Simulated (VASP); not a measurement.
The system is MgH2.

```
Mg H
1.0
    -1.89066    1.89066    4.69359
     1.89066   -1.89066    4.69359
     1.89066    1.89066   -4.69359
Mg H
2 4
Cartesian
  0.0000 1.8907 2.3468
  0.0000 0.0000 0.0000
  0.0000 1.8907 0.3738
  0.0000 0.0000 7.4141
  0.0000 0.0000 1.9730
  0.0000 1.8907 4.3198
```

Base run:

| Property | Result |
| --- | --- |
| Program | VASP 6.6.1 |
| Functional | r2SCAN |
| Potentials or basis | VASP PAW PBE potentials, release 64 (Mg, H) |
| Cutoff | 520 eV |
| k mesh | 10 × 10 × 10 |
| Occupations | gaussian, width 0.01 eV |
| Spin | no spin polarisation |

Its results: band gap on the k mesh 4.10 eV (least direct gap 5.20 eV); pressure -0.4 GPa; largest force 0.008 eV/Å.

The run is repeated on the same cell with these changes: functional from r2SCAN to PBE. What comes out?

Band gap on the k mesh 3.58 eV (least direct gap 4.72 eV); pressure 0.8 GPa; largest force 0.022 eV/Å.

Caveats: the PAW data sets were made with another functional, which shifts forces and pressure a little (at least some runs).

A k mesh can miss the band edges.
